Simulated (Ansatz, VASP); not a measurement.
**One calculation of Ti, two programs**

```xyz
1
Lattice="0.0000 1.9285 2.1315 1.9285 0.0000 2.1315 1.9285 1.9285 0.0000" Properties=species:S:1:pos:R:3 pbc="T T T"
Ti    0.0000    0.0000    0.0000
```

Change from the starting cell: strain -0.050 along x and y, +0.050 along z, atoms carried along.

Alike in both runs: task single point; functional r2SCAN; k mesh 20 × 20 × 20; occupations gaussian, width 0.15 eV; no spin polarisation.

|  | VASP | Ansatz |
| --- | --- | --- |
| version | VASP 6.6.1 | Ansatz 0.2.0 |
| potentials or method | VASP PAW PBE potentials, release 64 (Ti_sv), cutoff 520 eV | scalar-relativistic, plane waves, PAW |
| valence electrons in the cell | 12 | 12 |

VASP gave:

```
gap on the k mesh at the Fermi level (eV)                     : none
pressure (GPa)                                                : 12.0
traceless stress, the component that is largest in VASP (GPa) : -1.64
```

**Question.** What did Ansatz give for the same quantities?

**Answer.** gap on the k mesh at the Fermi level (eV): none; pressure (GPa): 11.4; traceless stress, the component that is largest in VASP (GPa): -1.59.

VASP's potentials were made for PBE, not for r2SCAN. A gap of «none» marks a metal or a gap that the smearing closes. With one functional, cell and mesh, what is left measures potentials, basis and numerics.
